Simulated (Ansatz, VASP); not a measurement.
# BN in VASP and in Ansatz

INCAR

```
SYSTEM = BN
PREC = Accurate
ENCUT = 520
EDIFF = 1E-6
ISMEAR = 1
SIGMA = 0.5
LREAL = .FALSE.
LASPH = .TRUE.
NELM = 80
ALGO = Normal
ISIF = 2
LWAVE = .FALSE.
LCHARG = .TRUE.
GGA = PE
LELF = .TRUE.
LVHAR = .TRUE.
NBANDS = 16
```

File KPOINTS:

```
Automatic mesh
0
G
  9 9 4
  0 0 0
```

Contents of POSCAR:

```
BN
1.0
    2.5005826042      0.0000000000      0.0000000000
   -1.2502913021      2.1655680595      0.0000000000
    0.0000000000      0.0000000000      6.5236361402
B N
2 2
Direct
    0.3333333333      0.6666666667      0.2500000000
    0.6666666667      0.3333333333      0.7500000000
    0.3333333333      0.6666666667      0.7500000000
    0.6666666667      0.3333333333      0.2500000000
```

Input for Ansatz:

```yaml
crystal:
  lattice:
    - [2.5005826042, 0.0, 0.0]
    - [-1.2502913021, 2.1655680595, 0.0]
    - [0.0, 0.0, 6.5236361402]
  atoms:
    - { symbol: B, position: [0.3333333333, 0.6666666667, 0.25] }
    - { symbol: B, position: [0.6666666667, 0.3333333333, 0.75] }
    - { symbol: "N", position: [0.3333333333, 0.6666666667, 0.75] }
    - { symbol: "N", position: [0.6666666667, 0.3333333333, 0.25] }
kpoints:
  mp_grid: { grid: [9, 9, 4] }
hamiltonian:
  xc: pbe
scf:
  occupations: { method: cold, width: 0.5 }
  n_extra_bands: 5
output:
  forces: true
  stress: true
  eigenvalues: true
```

Alike in both runs: task single point; functional PBE; k mesh 9 × 9 × 4; no spin polarisation.

|  | VASP | Ansatz |
| --- | --- | --- |
| version | VASP 6.6.1 | Ansatz 0.2.0 |
| potentials or method | VASP PAW PBE potentials, release 64 (B, N) | plane waves |
| plane-wave cutoff (eV) | 520 | 420 |
| occupations | methfessel-paxton of order 1, width 0.5 eV | cold, width 0.5 eV |
| valence electrons in the cell | 16 | 16 |

VASP gave:

- gap on the k mesh at the Fermi level (eV): 4.38
- pressure (GPa): 4.7
- traceless stress, the component that is largest in VASP (GPa): -1.18

Task: Which values does Ansatz return?

Result: gap on the k mesh at the Fermi level (eV): 4.39; pressure (GPa): 4.7; traceless stress, the component that is largest in VASP (GPa): -1.05.
